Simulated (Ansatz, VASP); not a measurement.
Ti: VASP beside Ansatz

```xyz
4
Lattice="-1.6410 1.6410 -1.6410 -1.6410 -1.6410 1.6410 0.0000 6.5640 6.5640" Properties=species:S:1:pos:R:3 pbc="T T T"
Ti    0.0000    0.0000    0.0000
Ti   -1.6410    1.6410    1.6410
Ti    0.0000    3.2820    3.2820
Ti   -1.6410    4.9230    4.9230
```

Alike in both runs: task single point; functional PBEsol; k mesh 17 × 17 × 5; occupations gaussian, width 0.15 eV; no spin polarisation.

|  | VASP | Ansatz |
| --- | --- | --- |
| version | VASP 6.6.1 | Ansatz 0.2.0 |
| potentials or method | VASP PAW PBE potentials, release 64 (Ti_sv), cutoff 520 eV | scalar-relativistic, plane waves, PAW |
| valence electrons in the cell | 48 | 48 |

```tsv
	VASP	Ansatz	Ansatz less VASP
gap on the k mesh at the Fermi level (eV)	none	none	-
pressure (GPa)	-6.9	-6.7	+0.19
```

VASP's potentials were made for PBE, not for PBEsol. A gap of «none» marks a metal or a gap that the smearing closes.
